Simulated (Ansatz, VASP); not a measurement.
# BN in VASP and in Ansatz

INCAR

```
SYSTEM = BN
  ALGO = Normal
  EDIFF = 1E-6
  ENCUT = 520
  GGA = PE
  ISIF = 2
  ISMEAR = 0
  LASPH = .TRUE.
  LCHARG = .TRUE.
  LELF = .TRUE.
  LREAL = .FALSE.
  LVHAR = .TRUE.
  LWAVE = .FALSE.
  NBANDS = 11
  NELM = 60
  PREC = Accurate
  SIGMA = 0.05
```

File KPOINTS:

```
k-points
0
G
  12 12 12
  0 0 0
```

POSCAR

```
BN
1.0
    0.0067963069      1.8123485119      1.8123485119
    1.8123485119      0.0067963069      1.8123485119
    1.8191448188      1.8191448188      0.0000000000
B N
1 1
Direct
    0.0000000000      0.0000000000      0.0000000000
    0.7500000000      0.7500000000      0.7500000000
```

Input for Ansatz:

```yaml
crystal:
  lattice:
    - [0.0067963069, 1.8123485119, 1.8123485119]
    - [1.8123485119, 0.0067963069, 1.8123485119]
    - [1.8191448188, 1.8191448188, 0.0]
  atoms:
    - { symbol: B, position: [0.0, 0.0, 0.0] }
    - { symbol: "N", position: [0.75, 0.75, 0.75] }
basis:
  ecutwfc: 420
kpoints:
  mp_grid: { grid: [12, 12, 12] }
hamiltonian:
  xc: pbe
scf:
  occupations: { method: gaussian, width: 0.05 }
output:
  forces: true
  stress: true
  eigenvalues: true
```

Change from the starting cell: strain +0.0075 x Voigt [0, 0, 0, 0, 0, 1], atoms carried along.

Alike in both runs: task single point; functional PBE; k mesh 12 × 12 × 12; occupations gaussian, width 0.05 eV; no spin polarisation.

|  | VASP | Ansatz |
| --- | --- | --- |
| version | VASP 6.6.1 | Ansatz 0.2.0 |
| potentials or method | VASP PAW PBE potentials, release 64 (B, N), cutoff 520 eV | scalar-relativistic, plane waves, PAW |
| valence electrons in the cell | 8 | 8 |

|  | VASP | Ansatz | Ansatz less VASP |
| --- | --- | --- | --- |
| gap on the k mesh at the Fermi level (eV) | 4.43 | 4.45 | +0.012 |
| least direct gap on the mesh (eV) | 8.67 | 8.68 | +0.011 |
| pressure (GPa) | 0.3 | 0.0 | -0.25 |
| traceless stress, the component that is largest in VASP (GPa) | -3.34 | -3.32 | +0.027 |
| rms of the force components (eV/Å) | 0.007 | 0.006 | -0.0008 |

Atom by atom the forces differ by 0.001 eV/Å (rms over components).
